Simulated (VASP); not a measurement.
Wanted: the native input for a VASP 6.6.1 run.

* Task: relaxation of cell and atoms
* Functional: PBEsol
* Potentials or basis: VASP PAW PBE potentials, release 64 (Ti_sv)
* Cutoff: 600 eV
* k mesh: 18 × 18 × 18
* Occupations: gaussian, width 0.1 eV
* Spin: no spin polarisation
* Dipole correction: no
* Further INCAR settings: ALGO = Normal; EDIFF = 1e-06; IBRION = 2; EDIFFG = -0.005; NSW = 70; ISIF = 3

The structure of Ti lies in POSCAR:

```
Ti
1.0
   -1.6277527636      1.6277527636      1.6277527636
    1.6277527636     -1.6277527636      1.6277527636
    1.6277527636      1.6277527636     -1.6277527636
Ti
1
Direct
    0.0000000000      0.0000000000      0.0000000000
```

The input as run:

INCAR

```
SYSTEM = Ti
ALGO     = Normal         ! electronic algorithm
EDIFF    = 1E-6           ! SCF threshold, eV
EDIFFG   = -0.005         ! ionic threshold
ENCUT    = 600            ! plane-wave cutoff, eV
GGA      = PS             ! functional
IBRION   = 2              ! ionic algorithm
ISIF     = 3              ! what is computed and relaxed
ISMEAR   = 0              ! smearing method
LASPH    = .TRUE.         ! aspherical terms in the spheres
LCHARG   = .FALSE.        ! write CHGCAR
LREAL    = .FALSE.        ! projectors in reciprocal space
LWAVE    = .FALSE.        ! write WAVECAR
NELM     = 80             ! most SCF steps
NSW      = 70             ! ionic steps
PREC     = Accurate       ! precision mode
SIGMA    = 0.1            ! smearing width, eV
```

KPOINTS

```
k-points
0
G
  18 18 18
  0 0 0
```

Potentials or basis: VASP PAW PBE potentials, release 64 (Ti_sv).

Command:

```sh
$ cat potpaw_PBE.64/Ti_sv/POTCAR > POTCAR
$ mpirun -np 1 vasp_std > vasp.out
```

It gave:

* Relaxed volume: 16.50 Å³/atom
* Relaxed cell: a = 2.778 Å, b = 2.778 Å, c = 2.778 Å, α = 109.47°, β = 109.47°, γ = 109.47°
* Space group after relaxing (to 0.05 Å): Im-3m (No. 229)
* Energy gained by relaxing: 11.3 meV/atom
* Ionic steps: 3
* Pressure after relaxing: 0.0 GPa
* Band gap on the k mesh: zero (band 6 reaches 9.53 eV, above the bottom of band 7 at 7.91 eV)

Caveat: the PAW data sets were made with another functional, which shifts forces and pressure a little.

It took 47 s on 1 thread of Intel(R) Xeon(R) Platinum 8259CL CPU @ 2.50GHz (Skylake/Cascade Lake), with other jobs on the host, peak memory 0.18 GiB.
